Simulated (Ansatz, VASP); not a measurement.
## KNbO3 in VASP and in Ansatz

```
K Nb O
1.0
     4.02918    0.00000    0.00000
     0.00000    4.02918    0.00000
     0.00000    0.00000    4.02918
K Nb O
1 1 3
Direct
  0.00000 0.00000 0.00000
  0.50000 0.50000 0.50000
  0.00000 0.50000 0.50000
  0.50000 0.00000 0.50000
  0.50000 0.50000 0.00000
```

Alike in both runs: task relaxation of cell and atoms; functional PBE; k mesh 6 × 6 × 6; no spin polarisation.

```csv
,VASP,Ansatz
version,VASP 6.6.1,Ansatz 0.2.0
potentials or method,"VASP PAW PBE potentials, release 64 (K_sv, Nb_sv, O)","plane waves, PAW"
plane-wave cutoff (eV),600,420
occupations,"methfessel-paxton of order 1, width 0.02 eV","cold, width 0.02 eV"
valence electrons in the cell,40,40
```

```csv
,VASP,Ansatz,Ansatz less VASP
relaxed volume (Å³/atom),13.04,13.05,+0.016
relaxed cell length with the largest relative difference (Å),4.024,4.026,+0.0016
```
